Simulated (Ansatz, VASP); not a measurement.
## C19O: VASP beside Ansatz

```
C O
1.0
     7.39800    0.00000    0.00000
    -3.69900    6.40686    0.00000
     0.00000    0.00000   12.00000
C O
19 1
Direct
  0.00254 0.00200 0.07399
  0.22365 0.11255 0.07381
  0.00282 0.33338 0.07398
  0.22341 0.44372 0.07398
  0.00063 0.66651 0.07391
  0.22560 0.77897 0.07381
  0.33613 0.00009 0.07368
  0.55677 0.11036 0.07386
  0.33398 0.33318 0.07396
  0.55895 0.44567 0.07398
  0.33595 0.66871 0.07398
  0.55698 0.77927 0.07402
  0.66725 0.99977 0.07398
  0.89223 0.11231 0.07401
  0.66922 0.33534 0.07392
  0.89034 0.44587 0.07397
  0.66946 0.66675 0.07404
  0.89006 0.77704 0.07401
  0.39915 0.91098 0.30938
  0.30138 0.95660 0.36141
```

Alike in both runs: functional LDA; k mesh 2 × 2 × 1; occupations gaussian, width 0.05 eV; no spin polarisation.

Ansatz relaxed the structure, and its values are those at the end. VASP's run is a single point on that final structure, the one shown.

|  | VASP | Ansatz |
| --- | --- | --- |
| version | VASP 6.6.1 | Ansatz 0.2.0 |
| potentials or method | VASP PAW LDA potentials, release 64 (C, O), cutoff 520 eV | scalar-relativistic, plane waves, PAW |
| valence electrons in the cell | 82 | 82 |

Ansatz gave:

```
rms of the force components (eV/Å) : 0.007
```

Which values does VASP return?

rms of the force components (eV/Å): 0.214.

LDA's correlation is that of Perdew and Zunger in VASP and of Perdew and Wang (1992) in Ansatz. One of these differences is far larger than is usual between the two programs; its cause wasn't traced.

The k mesh is coarse, so the values compare programs but aren't converged. Noted on VASP's run: the standard files for N, O and F lose accuracy on very short bonds.
